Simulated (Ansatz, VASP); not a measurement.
**PtSe2: VASP beside Ansatz**

The input INCAR:

```
SYSTEM = PtSe2
PREC = Accurate ; ENCUT = 520
EDIFF = 1E-7 ; ISMEAR = 0
SIGMA = 0.15 ; LREAL = .False.
LASPH = .True. ; NELM = 80
ALGO = Normal ; ISIF = 2
LWAVE = .False. ; LCHARG = .False.
GGA = PE ; NBANDS = 18
```

The input KPOINTS:

```
regular mesh
0
Gamma
  12 12 10
  0 0 0
```

The input POSCAR:

```
PtSe2
1.0
    3.6122805865      0.0000000000      0.0000000000
   -1.8061402932      3.1283267535      0.0000000000
    0.0000000000      0.0000000000      4.9101400000
Pt Se
1 2
Direct
    0.0000000000      0.0000000000      0.0000000000
    0.3333333333      0.6666666667      0.2500000000
    0.6666666667      0.3333333333      0.7500000000
```

Input for Ansatz:

```yaml
crystal:
  lattice:
    - [3.6122805865, 0.0, 0.0]
    - [-1.8061402932, 3.1283267535, 0.0]
    - [0.0, 0.0, 4.91014]
  atoms:
    - { symbol: Pt, position: [0.0, 0.0, 0.0] }
    - { symbol: Se, position: [0.3333333333, 0.6666666667, 0.25] }
    - { symbol: Se, position: [0.6666666667, 0.3333333333, 0.75] }
basis:
  ecutwfc: 420
kpoints:
  mp_grid: { grid: [12, 12, 10] }
hamiltonian:
  xc: pbe
scf:
  occupations: { method: gaussian, width: 0.15 }
output:
  forces: true
  stress: true
  eigenvalues: true
```

Change from the starting cell: strain -0.030 along x and y, -0.030 along z, atoms carried along.

Alike in both runs: task single point; functional PBE; k mesh 12 × 12 × 10; occupations gaussian, width 0.15 eV; no spin polarisation.

|  | VASP | Ansatz |
| --- | --- | --- |
| version | VASP 6.6.1 | Ansatz 0.2.0 |
| potentials or method | VASP PAW PBE potentials, release 64 (Pt, Se), cutoff 520 eV | scalar-relativistic, plane waves, PAW |
| valence electrons in the cell | 22 | 50 |

Ansatz gave:

- gap on the k mesh at the Fermi level (eV): none
- pressure (GPa): 23.7
- traceless stress, the component that is largest in VASP (GPa): -5.24
- rms of the force components (eV/Å): 0.908

Q: Which values does VASP return?

A: gap on the k mesh at the Fermi level (eV): none; pressure (GPa): 23.8; traceless stress, the component that is largest in VASP (GPa): -5.28; rms of the force components (eV/Å): 0.915.

Atom by atom the forces differ by 0.007 eV/Å (rms over components). A gap of «none» marks a metal or a gap that the smearing closes. The functional is the same, so the differences come from potentials, cutoffs and numerics. VASP's potentials hold 22 valence electrons a cell and Ansatz's 50, so a difference there can come from the potentials and not from the codes.

Spin-orbit coupling is off throughout.
